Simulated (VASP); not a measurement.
# Rb2Ag2Te4Pb (P1) in VASP: single point with r2SCAN

Aim: the single point of Rb2Ag2Te4Pb with r2SCAN.

All numbers are computed with VASP 6.6.1; they aren't measurements. Logs are shortened: lines on timing, memory, paths and dates and some standing lists are left out, and cuts for length are marked.

## 1. The cell of the first run

The typed cell holds 9 atoms: a = 6.259 Å, b = 8.468 Å, c = 6.443 Å, α = 89.99°, β = 90.34°, γ = 69.90°.

## 2. Single point, r2SCAN

Contents of POSCAR:

```
Rb2Ag2Te4Pb
1.0
    6.2580599500      0.0900369900      0.0188799100
    3.0241345900     -7.9091558800     -0.0004261800
   -0.0189091300     -0.0084823100     -6.4431332400
Pb Te Ag Rb
1 4 2 2
Direct
    0.9907630265      1.0238761505      0.9998322414
    0.2469125511      0.1967780447      0.3430559028
    0.8690080364      0.7704583417      0.2416042008
    0.3499412411      0.7705776209      0.7593460329
    0.5628821494      0.2003044005      0.6619189110
    0.0003253350     -0.0129737055      0.5062794858
    0.5060911448     -0.0115810534      0.0028243673
    0.4746240145      0.5399099721      0.2522479375
    0.9700995012      0.5284082286      0.7483449204
```

Contents of INCAR.step1:

```
  PREC = Accurate
  ENCUT = 520
  ISMEAR = -1
  SIGMA = 0.0566
  LREAL = F
  LASPH = T
  NELM = 100
  NBANDS = 49
  GGA = PE
  ALGO = Normal
  EDIFF = 1E-4
  LWAVE = T
  LCHARG = F
```

Contents of INCAR.step2:

```
  PREC = Accurate
  ENCUT = 520
  EDIFF = 1E-7
  ISMEAR = -1
  SIGMA = 0.0566
  LREAL = F
  LASPH = T
  NELM = 100
  ALGO = Normal
  ISIF = 2
  LWAVE = F
  LCHARG = F
  METAGGA = R2SCAN
  LMIXTAU = T
  NBANDS = 49
  ISTART = 1
```

Contents of KPOINTS:

```
Automatic mesh
0
Gamma
  3 3 3
  0 0.5 0.5
```

Potentials or basis: VASP PAW PBE potentials, release 64 (Pb_d, Te, Ag, Rb_sv).

The run is started by

```bash
> cat potpaw_PBE.64/Pb_d/POTCAR potpaw_PBE.64/Te/POTCAR potpaw_PBE.64/Ag/POTCAR potpaw_PBE.64/Rb_sv/POTCAR > POTCAR
> cp INCAR.step1 INCAR
> mpirun -np 1 vasp_std > vasp.out
> cp INCAR.step2 INCAR
> mpirun -np 1 vasp_std > vasp.out
```

OUTCAR:

```text
PREC = Accurate
   ENCUT = 520
   EDIFF = 1E-7
   ISMEAR = -1
   LREAL = F
   LASPH = T
   NELM = 100
   ISIF = 2
   METAGGA = R2SCAN
   ISTART = 1

 ion  position               nearest neighbor table
   1  0.991  0.024  1.000-   3 2.96   4 2.96   7 3.13   7 3.15   6 3.19   6 3.28   2 3.34   5 3.36
                             8 4.47   9 4.53   9 4.54   8 4.75
   2  0.247  0.197  0.343-   5 2.85   6 2.92   7 2.94   1 3.34   8 3.70   9 3.80   9 4.71   8 4.74

   3  0.869  0.770  0.242-   6 2.82   7 2.83   1 2.96   8 3.62   8 3.64   9 3.72   9 3.79
   4  0.350  0.771  0.759-   6 2.83   7 2.84   1 2.96   9 3.63   8 3.66   9 3.72   8 3.75
   5  0.563  0.200  0.662-   2 2.85   6 2.90   7 2.94   1 3.36   8 3.80   9 3.84   9 4.40   8 4.69

   6  0.000  0.987  0.506-   3 2.82   4 2.83   5 2.90   2 2.92   1 3.19   1 3.28   9 4.25   8 4.26

   7  0.506  0.988  0.003-   3 2.83   4 2.84   5 2.94   2 2.94   1 3.13   1 3.15   8 4.19   9 4.31

   8  0.475  0.540  0.252-   3 3.62   3 3.64   4 3.66   2 3.70   4 3.75   5 3.80   7 4.19   6 4.26
                             9 4.42   1 4.47   9 4.48   9 4.53   9 4.54   5 4.69   2 4.74   1 4.75
   9  0.970  0.528  0.748-   4 3.63   4 3.72   3 3.72   3 3.79   2 3.80   5 3.84   6 4.25   7 4.31
                             5 4.40   8 4.42   8 4.48   1 4.53   8 4.53   8 4.54   1 4.54   2 4.71

  LATTYP: Found a triclinic cell.
 ALAT       =     8.6281940480
 B/A-ratio  =     0.9813865208
 C/A-ratio  =     0.7467572628
 COS(alpha) =     0.0002318645
 COS(beta)  =     0.0045580299
 COS(gamma) =     0.7320971512

  Lattice vectors:

 A1 = (   3.2339253600,   7.9991928700,   0.0193060900)
 A2 = (  -3.0241345900,   7.9091558800,   0.0004261800)
 A3 = (   0.0189091300,   0.0084823100,   6.4431332400)

Analysis of symmetry for initial positions (statically):
=====================================================================
 Subroutine PRICEL returns:
 Original cell was already a primitive cell.

 Routine SETGRP: Setting up the symmetry group for a
 triclinic supercell.

 Subroutine GETGRP returns: Found  1 space group operations
 (whereof  1 operations were pure point group operations)
 out of a pool of  2 trial point group operations.

The static configuration has the point symmetry C_1 .

Analysis of symmetry for dynamics (positions and initial velocities):
=====================================================================
 Subroutine PRICEL returns:
 Original cell was already a primitive cell.

 Routine SETGRP: Setting up the symmetry group for a
 triclinic supercell.

 Subroutine GETGRP returns: Found  1 space group operations
 (whereof  1 operations were pure point group operations)
 out of a pool of  2 trial point group operations.

The dynamic configuration has the point symmetry C_1 .

 Subroutine INISYM returns: Found  1 space group operations
 (whereof  1 operations are pure point group operations),
 and found     1 'primitive' translations

----------------------------------------------------------------------------------------

                                     Primitive cell

  volume of cell :     320.6602

  direct lattice vectors                    reciprocal lattice vectors
     6.258059950  0.090036990  0.018879910     0.158921331  0.060764984 -0.000546394
     3.024134590 -7.909155880 -0.000426180     0.001808644 -0.125744201  0.000160233
    -0.018909130 -0.008482310 -6.443133240     0.000465558  0.000186373 -0.155205604

  length of vectors
     6.258736090  8.467593338  6.443166570     0.170143091  0.125757309  0.155206414

  position of ions in fractional coordinates (direct lattice)
     0.990763026  0.023876151  0.999832241
     0.246912551  0.196778045  0.343055903
     0.869008036  0.770458342  0.241604201
     0.349941241  0.770577621  0.759346033
     0.562882149  0.200304401  0.661918911
     0.000325335  0.987026294  0.506279486
     0.506091145  0.988418947  0.002824367
     0.474624015  0.539909972  0.252247938
     0.970099501  0.528408229  0.748344920

  ion indices of the primitive-cell ions
   primitive index   ion index
                 1           1
                 2           2
                 3           3
                 4           4
                 5           5
                 6           6
                 7           7
                 8           8
                 9           9

----------------------------------------------------------------------------------------

 KPOINTS: Automatic mesh

Automatic generation of k-mesh.
 Grid dimensions read from file:
 generate k-points for:    3    3    3

 Generating k-lattice:

  Cartesian coordinates                     Fractional coordinates (reciprocal lattice)
     0.052973777  0.020254995 -0.000182131     0.333333333  0.000000000 -0.000000000
     0.000602881 -0.041914734  0.000053411     0.000000000  0.333333333 -0.000000000
     0.000155186  0.000062124 -0.051735201     0.000000000 -0.000000000  0.333333333

  Length of vectors
     0.056714364  0.041919103  0.051735471

  Shift w.r.t. Gamma in fractional coordinates (k-lattice)
     0.000000000  0.500000000  0.500000000

 Subroutine IBZKPT returns following result:
 ===========================================

 Found     14 irreducible k-points:

 Following reciprocal coordinates:
            Coordinates               Weight
 -0.000000  0.166667  0.166667      2.000000
  0.333333  0.166667  0.166667      2.000000
 -0.333333  0.166667  0.166667      2.000000
 -0.000000  0.500000  0.166667      2.000000
  0.333333  0.500000  0.166667      2.000000
 -0.333333  0.500000  0.166667      2.000000
  0.000000 -0.166667  0.166667      2.000000
  0.333333 -0.166667  0.166667      2.000000
 -0.333333 -0.166667  0.166667      2.000000
  0.000000  0.166667  0.500000      2.000000
  0.333333  0.166667  0.500000      2.000000
 -0.333333  0.166667  0.500000      2.000000
  0.000000  0.500000  0.500000      1.000000
  0.333333  0.500000  0.500000      2.000000
   k-points           NKPTS =     14   k-points in BZ     NKDIM =     14   number of bands    NBANDS=     49
   number of dos      NEDOS =    301   number of ions     NIONS =      9
   total plane-waves  NPLWV = 147456
   dimension x,y,z NGX =    48 NGY =   64 NGZ =   48
   dimension x,y,z NGXF=    96 NGYF=  128 NGZF=   96
   ions per type =               1   4   2   2
   NGX,Y,Z   is equivalent  to a cutoff of  12.75, 12.57, 12.38 a.u.
   NGXF,Y,Z  is equivalent  to a cutoff of  25.50, 25.13, 24.77 a.u.
 SYSTEM =  unknown system
   PREC   = accura    normal or accurate (medium, high low for compatibility)
   ISTART =      1    job   : 0-new  1-cont  2-samecut
   ICHARG =      0    charge: 1-file 2-atom 10-const
   ISPIN  =      1    spin polarized calculation?
   LNONCOLLINEAR =      F non collinear calculations
   LSORBIT =      F    spin-orbit coupling
   LASPH  =      T    aspherical Exc in radial PAW
   ENCUT  =  520.0 eV  38.22 Ry    6.18 a.u.  11.64 15.74 11.98*2*pi/ulx,y,z
   NELM   =    100;   NELMIN=  2; NELMDL=  0     # of ELM steps
   EDIFF  = 0.1E-06   stopping-criterion for ELM
   LREAL  =      F    real-space projection
   EDIFFG = 0.1E-05   stopping-criterion for IOM
   NSW    =      0    number of steps for IOM
   IBRION =     -1    ionic relax: 0-MD 1-quasi-New 2-CG
   NFREE  =      0    steps in history (QN), initial steepest desc. (CG)
   ISIF   =      2    stress and relaxation
   ISYM   =      2    0-nonsym 1-usesym 2-fastsym
   POTIM  = 0.5000    time-step for ionic-motion
   TEBEG  =    0.0;   TEEND  =   0.0 temperature during run
   PSTRESS=    0.0 pullay stress
   NELECT =      78.0000    total number of electrons
   NUPDOWN=      -1.0000    fix difference up-down
   EMIN   =  10.00;   EMAX   =-10.00  energy-range for DOS
   EFERMI =   0.00;   METHOD = LEGACY
   ISMEAR =    -1;   SIGMA  =   0.06  broadening in eV -4-tet -1-fermi 0-gaus
   EFERMI_NEDOS =   21; number of points for ismear=-14 and -15
   IALGO  =     38    algorithm
   IMIX   =      4    mixing-type and parameters
     AMIX     =   0.40;   BMIX     =  1.00
     AMIX_MAG =   1.60;   BMIX_MAG =  1.00
  volume/ion in A,a.u.               =      35.63       240.44
  Fermi-wavevector in a.u.,A,eV,Ry     =   1.021938  1.931183 14.209353  1.044358
  Thomas-Fermi vector in A             =   2.155590
   LORBIT       =      0    0 simple, 1 ext, 2 COOP (PROOUT), +10 PAW based schemes
   METAGGA = R2SCAN    functional components
   LHFCALC =     F    Hartree Fock is set to
   AEXX    =    0.0000 exact exchange contribution
   IVDW    =     0    specifies the selected vdW correction
   LEPSILON=     F    determine dielectric tensor
   LRPA    =     F    only Hartree local field effects (RPA)
 non-spin polarized calculation
  energy-cutoff  :      520.00
  volume of cell :      320.66
 maximum number of plane-waves:      8674
 NGX is ok and might be reduce to    48
   NGX = 23   NGY = 31   NGZ = 23

 number of electron      78.0000005 magnetization

 Free energy of the ion-electron system (eV)
  ---------------------------------------------------
  ext. energy  EPLUGINS =         0.00000000
  ---------------------------------------------------
  free energy    TOTEN  =      -233.35331866 eV

  energy without entropy =     -233.35210573  energy(sigma->0) =     -233.35271220

 E-fermi :   3.6110     XC(G=0):  -8.8921

 val. band max:        3.2915254551   @ k =  -0.3333   0.1667   0.5000
 cond. band min:       3.9205298256   @ k =   0.3333   0.5000   0.5000
 fundamental gap:      0.6290043705
 Fermi energy:         3.6109549920

 k-point     1 :      -0.0000    0.1667    0.1667
  band No.  band energies     occupation
      1     -24.7400      2.00000
      2     -24.6478      2.00000
      3     -14.1936      2.00000
      4     -14.1791      2.00000
      5     -14.1658      2.00000
      6     -14.1459      2.00000
[... 41 lines left out ...]
     48       8.2152      0.00000
     49       8.6023      0.00000

 k-point     2 :       0.3333    0.1667    0.1667
  band No.  band energies     occupation
      1     -24.7396      2.00000
      2     -24.6480      2.00000
      3     -14.1931      2.00000
      4     -14.1756      2.00000
      5     -14.1657      2.00000
      6     -14.1459      2.00000
[... 41 lines left out ...]
     48       8.2827      0.00000
     49       8.5175      0.00000

 k-point     3 :      -0.3333    0.1667    0.1667
  band No.  band energies     occupation
      1     -24.7396      2.00000
      2     -24.6480      2.00000
      3     -14.1932      2.00000
      4     -14.1755      2.00000
      5     -14.1659      2.00000
      6     -14.1458      2.00000
[... 41 lines left out ...]
     48       8.4951      0.00000
     49       8.7678      0.00000

 k-point     4 :      -0.0000    0.5000    0.1667
  band No.  band energies     occupation
      1     -24.7400      2.00000
      2     -24.6478      2.00000
      3     -14.1937      2.00000
      4     -14.1791      2.00000
      5     -14.1658      2.00000
      6     -14.1459      2.00000
[... 457 lines left out ...]
     48       8.3442      0.00000
     49       8.8025      0.00000

 k-point    13 :       0.0000    0.5000    0.5000
  band No.  band energies     occupation
      1     -24.7395      2.00000
      2     -24.6481      2.00000
      3     -14.1935      2.00000
      4     -14.1769      2.00000
      5     -14.1659      2.00000
      6     -14.1459      2.00000
[... 41 lines left out ...]
     48       8.4442      0.00000
     49       8.6251      0.00000

 k-point    14 :       0.3333    0.5000    0.5000
  band No.  band energies     occupation
      1     -24.7394      2.00000
      2     -24.6480      2.00000
      3     -14.1931      2.00000
      4     -14.1732      2.00000
      5     -14.1659      2.00000
      6     -14.1458      2.00000
[... 41 lines left out ...]
     48       8.3365      0.00000
     49       8.7224      0.00000

------------------------ aborting loop because EDIFF is reached ----------------------------------------

  FORCE on cell =-STRESS in cart. coord.  units (eV):
  Direction    XX          YY          ZZ          XY          YZ          ZX
  --------------------------------------------------------------------------------------
  -------------------------------------------------------------------------------------
  Total        1.5542067      0.1220283      0.3459507     -0.1779902     -0.1826140      0.6513704
  in kB        7.7655879      0.6097138      1.7285412     -0.8893276     -0.9124301      3.2545695
  external PRESSURE =       3.3679477 kB  Pullay stress =       0.0000000 kB

 VOLUME and BASIS-vectors are now :
 -----------------------------------------------------------------------------
  energy-cutoff  :      520.00
  volume of cell :      320.66
      direct lattice vectors                 reciprocal lattice vectors
     6.258059950  0.090036990  0.018879910     0.158921331  0.060764984 -0.000546394
     3.024134590 -7.909155880 -0.000426180     0.001808644 -0.125744201  0.000160233
    -0.018909130 -0.008482310 -6.443133240     0.000465558  0.000186373 -0.155205604

 POSITION                                       TOTAL-FORCE (eV/Angst)
 -----------------------------------------------------------------------------------
      6.25355     -0.10812     -6.42336         0.001739     -0.019419     -0.004488
      2.13379     -1.53703     -2.20578        -0.018191      0.009210      0.016187
      7.76371     -6.01748     -1.54061        -0.007204     -0.001748     -0.008644
      4.50593     -6.06955     -4.88629         0.007548     -0.000533      0.007029
      4.11578     -1.53917     -4.25429         0.017405      0.008063     -0.013687
      2.97736     -7.81081     -3.26244         0.000725      0.000442      0.004430
      6.15621     -7.77202     -0.00906        -0.003672      0.000790     -0.001081
      4.59822     -4.22964     -1.61654         0.003662     -0.000446      0.001723
      7.65477     -4.09827     -4.80360        -0.002012      0.003640     -0.001469
 -----------------------------------------------------------------------------------
    total drift:                                0.000725     -0.000202     -0.000010

  FREE ENERGIE OF THE ION-ELECTRON SYSTEM (eV)
  ---------------------------------------------------
  free  energy   TOTEN  =      -233.3533186583 eV

  energy  without entropy=     -233.3521057335  energy(sigma->0) =     -233.35271220
```

It took 9.1 min on 1 thread of Intel Xeon Platinum 8488C (Sapphire Rapids), shared host; peak memory 0.55 GiB.

What came out:

```
Free energy            : -233.3533 eV
Pressure               : 0.3 GPa
Largest force          : 0.026 eV/Å
Band gap on the k mesh : 0.63 eV
```

Forces in eV/Å, atoms in the order of the input:
```
Pb   0.002 -0.019 -0.004
Te  -0.018  0.009  0.016
Te  -0.007 -0.002 -0.009
Te   0.008 -0.001  0.007
Te   0.017  0.008 -0.014
Ag   0.001  0.000  0.004
Ag  -0.004  0.001 -0.001
Rb   0.004  0.000  0.002
Rb  -0.002  0.004 -0.001
```

Caveat: the PAW data sets were made with another functional, which shifts forces and pressure a little; spin-orbit coupling is left out, which moves the levels of the heavy elements; a shifted mesh leaves out Γ, where band edges can lie.
